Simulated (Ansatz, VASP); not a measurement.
## ZrS: VASP beside Ansatz

Contents of INCAR:

```
PREC = Accurate ; ENCUT = 520
EDIFF = 1E-6 ; ISMEAR = 0
SIGMA = 0.15 ; LREAL = F
LASPH = T ; NELM = 80
ALGO = Normal ; ISIF = 2
LWAVE = F ; LCHARG = F
GGA = PS ; NBANDS = 16
```

File KPOINTS:

```
Automatic mesh
0
Gamma
  18 18 18
```

Contents of POSCAR:

```
ZrS
1.0
    0.0000000000      2.6250000000      2.6250000000
    2.6250000000      0.0000000000      2.6250000000
    2.6250000000      2.6250000000      0.0000000000
Zr S
1 1
Direct
    0.0000000000      0.0000000000      0.0000000000
    0.5000000000      0.5000000000      0.5000000000
```

Input for Ansatz:

```yaml
crystal:
  lattice:
    - [0.0, 2.625, 2.625]
    - [2.625, 0.0, 2.625]
    - [2.625, 2.625, 0.0]
  atoms:
    - { symbol: Zr, position: [0.0, 0.0, 0.0] }
    - { symbol: S, position: [0.5, 0.5, 0.5] }
basis:
  ecutwfc: 420
kpoints:
  mp_grid: { grid: [18, 18, 18] }
hamiltonian:
  xc: pbesol
scf:
  occupations: { method: gaussian, width: 0.15 }
output:
  forces: true
  stress: true
  eigenvalues: true
  write_density: true
  write_potential: true
  elf: true
  volumetric_format: npy
```

Alike in both runs: task single point; functional PBEsol; k mesh 18 × 18 × 18; occupations gaussian, width 0.15 eV; no spin polarisation.

```csv
,VASP,Ansatz
version,VASP 6.6.1,Ansatz 0.2.0
potentials or method,"VASP PAW PBE potentials, release 64 (Zr_sv, S), cutoff 520 eV","scalar-relativistic, plane waves, PAW"
valence electrons in the cell,18,18
```

|  | VASP | Ansatz | Ansatz less VASP |
| --- | --- | --- | --- |
| gap on the k mesh at the Fermi level (eV) | none | none | - |
| pressure (GPa) | -6.2 | -6.4 | -0.19 |

VASP's potentials were made for PBE, not for PBEsol. A gap of «none» marks a metal or a gap that the smearing closes.
